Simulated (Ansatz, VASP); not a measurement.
One calculation of Si2W, two programs

The input INCAR:

```
SYSTEM = Si2W
ALGO = Normal
EDIFF = 1E-8
ENCUT = 520
GGA = PS
ISIF = 2
ISMEAR = -1
LASPH = .True.
LCHARG = .False.
LEFG = .True.
LREAL = .False.
LWAVE = .False.
NBANDS = 18
NELM = 60
PREC = Accurate
SIGMA = 0.05
```

File KPOINTS:

```
k-points
0
Gamma
  18 18 18
  0 0 0
```

Contents of POSCAR:

```
Si2W
1.0
   -1.6073666674      1.6073666674      3.9010319216
    1.6073666674     -1.6073666674      3.9010319216
    1.6073666674      1.6073666674     -3.9010319216
Si W
2 1
Direct
    0.3349898400      0.3349898400      0.0000000000
    0.6650101600      0.6650101600      0.0000000000
    0.0000000000      0.0000000000      0.0000000000
```

Input for Ansatz:

```yaml
crystal:
  lattice:
    - [-1.6073666674, 1.6073666674, 3.9010319216]
    - [1.6073666674, -1.6073666674, 3.9010319216]
    - [1.6073666674, 1.6073666674, -3.9010319216]
  atoms:
    - { symbol: Si, position: [0.33498984, 0.33498984, 0.0] }
    - { symbol: Si, position: [0.66501016, 0.66501016, 0.0] }
    - { symbol: W, position: [0.0, 0.0, 0.0] }
kpoints:
  mp_grid: { grid: [18, 18, 18] }
  band_path:
    path:
      - [0.0, 0.0, 0.0]
      - [0.0, 0.0, 0.5]
      - [0.25, 0.25, 0.25]
      - [0.0, 0.5, 0.0]
      - [0.0, 0.0, 0.0]
      - [0.5, 0.5, -0.5]
      - [0.2924434733, 0.7075565267, -0.2924434733]
      - [-0.2924434733, 0.2924434733, 0.2924434733]
      - [0.0, 0.0, 0.0]
    npoints: 8
scf:
  occupations: { method: fermi_dirac, width: 0.05 }
hamiltonian:
  xc: pbesol
  pseudopotentials: { kind: paw }
output:
  forces: true
  stress: true
  eigenvalues: true
  efg: { contact_densities: true }
  populations: true
  bader: true
  dos: { projected: true, de: 0.2, e_range: [-14, 8] }
```

Alike in both runs: task electric field gradients; functional PBEsol; k mesh 18 × 18 × 18; occupations fermi-dirac, width 0.05 eV; no spin polarisation.

```csv
,VASP,Ansatz
version,VASP 6.6.1,Ansatz 0.2.0
potentials or method,"VASP PAW PBE potentials, release 64 (Si, W_sv)","PAW with Ansatz's default frozen-core files, scalar-relativistic"
plane-wave cutoff (eV),520,420
valence electrons in the cell,22,22
```

Ansatz gave:

| Quantity | Value |
| --- | --- |
| pressure (GPa) | -1.2 |
| traceless stress, the component that is largest in VASP (GPa) | 1.49 |
| rms of the force components (eV/Å) | 0.031 |
| size of Vzz on the site where it differs most (V/Å²) | 180.5 |

Q: Estimate VASP's values.

A: Pressure (GPa): -0.8; traceless stress, the component that is largest in VASP (GPa): 1.46; rms of the force components (eV/Å): 0.033; size of Vzz on the site where it differs most (V/Å²): 152.3.

VASP's potentials were made for PBE, not for PBEsol. Atom by atom the forces differ by 0.002 eV/Å (rms over components). With one functional, cell and mesh, what is left measures potentials, basis and numerics.

Spin-orbit coupling is off throughout.
